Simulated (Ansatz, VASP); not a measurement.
**Ni: VASP beside Ansatz**

File POSCAR:

```
Ni
1.0
    0.0000000000      1.7319808376      1.7319808376
    1.7319808376      0.0000000000      1.7319808376
    1.7319808376      1.7319808376      0.0000000000
Ni
1
Direct
    0.0000000000      0.0000000000      0.0000000000
```

File INCAR.step1:

```
ALGO = Normal ; EDIFF = 1E-4
ENCUT = 520 ; GGA = PE
ISMEAR = 0 ; ISPIN = 2
LASPH = T ; LCHARG = F
LMAXMIX = 4 ; LREAL = F
LWAVE = T ; MAGMOM = 0.92
NBANDS = 15 ; NELM = 150
PREC = Accurate ; SIGMA = 0.05
```

File INCAR.step2:

```
ALGO = Normal ; EDIFF = 1E-7
ENCUT = 520 ; ISIF = 2
ISMEAR = 0 ; ISPIN = 2
ISTART = 1 ; LASPH = T
LCHARG = F ; LMAXMIX = 4
LMIXTAU = T ; LORBIT = 11
LREAL = F ; LWAVE = F
MAGMOM = 0.92 ; METAGGA = R2SCAN
NBANDS = 15 ; NELM = 150
PREC = Accurate ; SIGMA = 0.05
```

The input KPOINTS:

```
k-points
0
Gamma
  22 22 22
```

Input for Ansatz:

```yaml
crystal:
  lattice:
    - [0.0, 1.7319808376, 1.7319808376]
    - [1.7319808376, 0.0, 1.7319808376]
    - [1.7319808376, 1.7319808376, 0.0]
  atoms:
    - { symbol: Ni, position: [0.0, 0.0, 0.0], spin: 0.92 }
basis:
  ecutwfc: 500
  ecutrho_ratio: 4
kpoints:
  mp_grid: { grid: [22, 22, 22] }
hamiltonian:
  xc: r2scan
scf:
  occupations: { method: gaussian, width: 0.05 }
output:
  forces: true
  stress: true
  eigenvalues: true
  populations: true
magnetization:
  spin_polarized: true
```

Alike in both runs: task single point; functional r2SCAN; k mesh 22 × 22 × 22; occupations gaussian, width 0.05 eV; collinear spin.

```csv
,VASP,Ansatz
version,VASP 6.6.1,Ansatz 0.2.0
potentials or method,"VASP PAW PBE potentials, release 64 (Ni), cutoff 520 eV","scalar-relativistic, plane waves, PAW"
valence electrons in the cell,10,18
```

```csv
,VASP,Ansatz,Ansatz less VASP
gap on the k mesh at the Fermi level (eV),none,none,-
pressure (GPa),2.9,2.8,-0.14
net moment per atom (μB),0.72,0.74,+0.026
size of the moment on the site where the two differ most (μB),0.73,0.81,+0.075
```

VASP's potentials were made for PBE, not for r2SCAN. Site moments also hang on the region over which each program counts them. A gap of «none» marks a metal or a gap that the smearing closes. VASP's potentials hold 10 valence electrons a cell and Ansatz's 18, so a difference there can come from the potentials and not from the codes. Ansatz's warnings: stability check not made.
